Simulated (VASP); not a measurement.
# Bi: single point with PBE+D3(BJ)

The system is Bi.

```
CELL_PARAMETERS angstrom
-2.02272 2.02272 2.02272
2.02272 -2.02272 2.02272
2.02272 2.02272 -2.02272
ATOMIC_POSITIONS crystal
Bi 0.00000 0.00000 0.00000
```

This cell differs from its parent crystal: volume scaled by 1.10.

```json
{"Program": "VASP 6.6.1", "Task": "single point", "Functional": "PBE", "Dispersion": "D3(BJ)", "Potentials or basis": "VASP PAW PBE potentials, release 64 (Bi_d)", "Cutoff": "520 eV", "k mesh": "16 × 16 × 16", "Occupations": "gaussian, width 0.1 eV", "Spin": "no spin polarisation"}
```

| Quantity | Value |
| --- | --- |
| Pressure | -4.4 GPa |
| Dispersion energy per atom | -0.477 eV |

Levels at points of the mesh, in eV from the Fermi level:
```
           k point  band 3  band 4  band 5  band 6  band 7  band 8  band 9  band 10  band 11  band 12
(0.00, 0.00, 0.00)  -22.97  -22.87  -22.87  -13.09    4.71    4.71    4.71     8.39    10.48    10.48
(0.50, 0.00, 0.00)  -22.87  -22.87  -22.80  -10.38   -4.70    1.48    3.30     5.78     7.44    12.07
(0.50, 0.50, 0.50)  -22.82  -22.82  -22.82   -8.53   -1.65   -1.65   -1.65     3.61     3.61    15.19
```

Wall time 60 s on 1 thread of Intel(R) Xeon(R) Platinum 8259CL CPU @ 2.50GHz (Skylake/Cascade Lake) (shared host), peak memory 0.2 GiB.

Caveat: spin-orbit coupling is left out, which moves the levels of the heavy elements; pairwise dispersion overbinds metals, which lowers pressure and volume.
